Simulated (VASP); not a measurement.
A run of VASP 6.6.1 is set up as follows.

The input POSCAR:

```
MgO
1.0
    0.0000000000      2.0145170786      2.0145170786
    2.0145170786      0.0000000000      2.0145170786
    2.0145170786      2.0145170786      0.0000000000
Mg O
1 1
Direct
    0.0000000000      0.0000000000      0.0000000000
    0.5000000000      0.5000000000      0.5000000000
```

The input INCAR.step1:

```
  PREC = Accurate
  ENCUT = 520
  ISMEAR = 0
  SIGMA = 0.05
  LREAL = False
  LASPH = True
  NELM = 80
  NBANDS = 11
  GGA = PE
  ALGO = Normal
  EDIFF = 1E-4
  LWAVE = True
  LCHARG = False
```

INCAR.step2

```
  PREC = Accurate
  ENCUT = 520
  EDIFF = 1E-6
  ISMEAR = 0
  SIGMA = 0.05
  LREAL = False
  LASPH = True
  NELM = 80
  ALGO = Normal
  ISIF = 2
  LWAVE = False
  LCHARG = False
  METAGGA = R2SCAN
  LMIXTAU = True
  NBANDS = 11
  ISTART = 1
```

The input KPOINTS:

```
Automatic mesh
0
Gamma
  8 8 8
```

Potentials or basis: VASP PAW PBE potentials, release 64 (Mg, O).

Launch:

```bash
$ cat potpaw_PBE.64/Mg/POTCAR potpaw_PBE.64/O/POTCAR > POTCAR
$ cp INCAR.step1 INCAR
$ mpirun -np 1 vasp_std > vasp.out
$ cp INCAR.step2 INCAR
$ mpirun -np 1 vasp_std > vasp.out
```

Question: Predict the pressure.

Answer: 26.6 GPa.

Question: What does it give for the band gap on the k mesh?

Answer: 7.07 eV, direct.

Caveat: the PAW data sets were made with another functional, which shifts forces and pressure a little.
